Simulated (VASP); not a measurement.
LaSc2F:

```xyz
4
Lattice="-2.6794 2.6794 2.9371 2.6794 -2.6794 2.9371 2.6794 2.6794 -2.9371" Properties=species:S:1:pos:R:3 pbc="T T T"
La    0.0000    0.0000    2.9371
Sc    0.0000    2.6794    0.0000
Sc    2.6794    0.0000    0.0000
F     0.0000    0.0000    0.0000
```

The cell was generated, and may not be a known phase.

* Program: VASP 6.6.1
* Task: relaxation of cell and atoms
* Functional: PBE
* Potentials or basis: VASP PAW PBE potentials, release 64 (La, Sc_sv, F)
* Cutoff: 600 eV
* k mesh: 4 × 4 × 4
* Occupations: gaussian, width 0.1 eV
* Spin: no spin polarisation

At the start: pressure 5.3 GPa; volume 21.09 Å³/atom.

Problem. Where does the relaxation end?

Solution. Over 11 steps the energy falls by 141.2 meV/atom and the volume is 25.13 Å³/atom (+19.2 %); space group I4/mmm (No. 139, to 0.1 Å) before and after.

Step by step:
| step | energy change (eV) | largest force (eV/Å) | pressure (GPa) | volume (Å³) |
| --- | --- | --- | --- | --- |
| 1 | 0.0000 | 0.0000 | 5.33 | 84.34 |
| 2 | -0.2901 | 0.0000 | 1.52 | 93.14 |
| 3 | -0.3594 | 0.0000 | -0.90 | 99.83 |
| 4 | -0.3609 | 0.0000 | -1.21 | 100.95 |
| 5 | -0.4509 | 0.0000 | -0.63 | 100.04 |
| 6 | -0.5454 | 0.0000 | 1.46 | 96.85 |
| 7 | -0.5539 | 0.0000 | 0.77 | 97.84 |
| 8 | -0.5551 | 0.0000 | 0.94 | 97.54 |
| 9 | -0.5640 | 0.0000 | 0.05 | 100.60 |
| 10 | -0.5642 | 0.0000 | 0.16 | 100.22 |
| 11 | -0.5648 | 0.0000 | 0.00 | 100.54 |

Final structure:
```
La Sc F
1.0
    -3.09191    3.09191    2.62915
     3.09191   -3.09191    2.62915
     3.09191    3.09191   -2.62915
La Sc F
1 2 1
Direct
  0.50000 0.50000 0.00000
  0.50000 0.00000 0.50000
  0.00000 0.50000 0.50000
  0.00000 0.00000 0.00000
```

Caveat: the k points lie up to 0.39 Å⁻¹ apart in the final cell, too coarse for converged energies and pressures of a metal; the volume moved by over 15 % at a fixed basis, so the end points are rough.
